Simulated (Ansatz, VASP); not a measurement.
## Two plane-wave programs on MnS

File INCAR:

```
SYSTEM = MnS
PREC = Accurate ; ENCUT = 520
EDIFF = 1E-6 ; ISMEAR = 1
SIGMA = 0.1 ; LREAL = .FALSE.
LASPH = .TRUE. ; NELM = 150
ALGO = Normal ; ISIF = 2
LWAVE = .FALSE. ; LCHARG = .FALSE.
ISPIN = 2 ; MAGMOM = 2.8 0
LORBIT = 11 ; LMAXMIX = 4
LDAU = .TRUE. ; LDAUTYPE = 1
LDAUL = 2 -1 ; LDAUU = 4.9 0
LDAUJ = 0.9 0 ; LDAUPRINT = 1
NBANDS = 20
```

The input KPOINTS:

```
regular mesh
0
G
  7 7 7
  0 0 0
```

File POSCAR:

```
MnS
1.0
    0.0000000000      2.7232487134      2.7232487134
    2.7232487134      0.0000000000      2.7232487134
    2.7232487134      2.7232487134      0.0000000000
Mn S
1 1
Direct
    0.0000000000      0.0000000000      0.0000000000
    0.2500000000      0.2500000000      0.2500000000
```

Input for Ansatz:

```yaml
crystal:
  lattice:
    - [0.0, 2.7232487134127967, 2.7232487134127967]
    - [2.7232487134127967, 0.0, 2.7232487134127967]
    - [2.7232487134127967, 2.7232487134127967, 0.0]
  atoms:
    - { symbol: Mn, position: [0.0, 0.0, 0.0], spin: 2.8 }
    - { symbol: S, position: [0.25, 0.25, 0.25] }
basis:
  ecutwfc: 500.0
kpoints:
  mp_grid:
    grid: [7, 7, 7]
hamiltonian:
  xc: lda
  pseudopotentials:
    kind: paw
  hubbard:
    - { species: Mn, l: d, u: 4.9, j: 0.9 }
magnetization:
  spin_polarized: true
scf:
  occupations:
    method: cold
    width: 0.1
```

Alike in both runs: task single point; functional LDA; k mesh 7 × 7 × 7; collinear spin; Hubbard terms Mn d U = 4.9 eV, J = 0.9 eV.

```csv
,VASP,Ansatz
version,VASP 6.6.1,Ansatz 0.2.0
potentials or method,"VASP PAW LDA potentials, release 64 (Mn_pv, S), cutoff 520 eV","plane waves, PAW"
occupations,"methfessel-paxton of order 1, width 0.1 eV","cold, width 0.1 eV"
valence electrons in the cell,19,21
```

Ansatz gave:

- net moment per atom (μB): 2.50
- size of the moment on the site where the two differ most (μB): 4.23

Q: Which values does VASP return?

A: net moment per atom (μB): 2.50; size of the moment on the site where the two differ most (μB): 4.50.

LDA's correlation is that of Perdew and Zunger in VASP and of Perdew and Wang (1992) in Ansatz. Site moments also hang on the region over which each program counts them. The programs project onto different local orbitals, so the same U acts differently, and such runs can settle in different states. VASP's potentials hold 19 valence electrons a cell and Ansatz's 21, so a difference there can come from the potentials and not from the codes. Ansatz's warnings: stability check not made.
